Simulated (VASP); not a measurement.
A run of VASP 6.6.1:

Contents of INCAR:

```
SYSTEM = GaSb
  PREC = Accurate
  ENCUT = 500
  EDIFF = 1E-6
  ISMEAR = 0
  SIGMA = 0.01
  LREAL = .FALSE.
  LASPH = .TRUE.
  NELM = 120
  ALGO = Normal
  ISIF = 2
  LWAVE = .FALSE.
  LCHARG = .FALSE.
  GGA = PE
  NBANDS = 16
  GGA_COMPAT = .FALSE.
```

The input KPOINTS:

```
regular mesh
0
G
  5 5 5
  0 0 0
```

The input POSCAR:

```
GaSb
1.0
    0.0000000000      3.0590000000      3.0590000000
    3.0590000000      0.0000000000      3.0590000000
    3.0590000000      3.0590000000      0.0000000000
Ga Sb
1 1
Direct
    0.0000000000      0.0000000000      0.0000000000
    0.2500000000      0.2500000000      0.2500000000
```

Potentials or basis: VASP PAW PBE potentials, release 64 (Ga_d, Sb).

Run with:

```bash
$ cat potpaw_PBE.64/Ga_d/POTCAR potpaw_PBE.64/Sb/POTCAR > POTCAR
$ mpirun -np 1 vasp_std > vasp.out
```

Hardware: 1 thread of AMD EPYC 7R13, on a shared host.

Problem. Estimate the wall time of this run.

Solution. Run time: 22 s on 1 thread of AMD EPYC 7R13, with other jobs on the host, peak memory 0.15 GiB. Counts: scf iterations 12, k points 10.
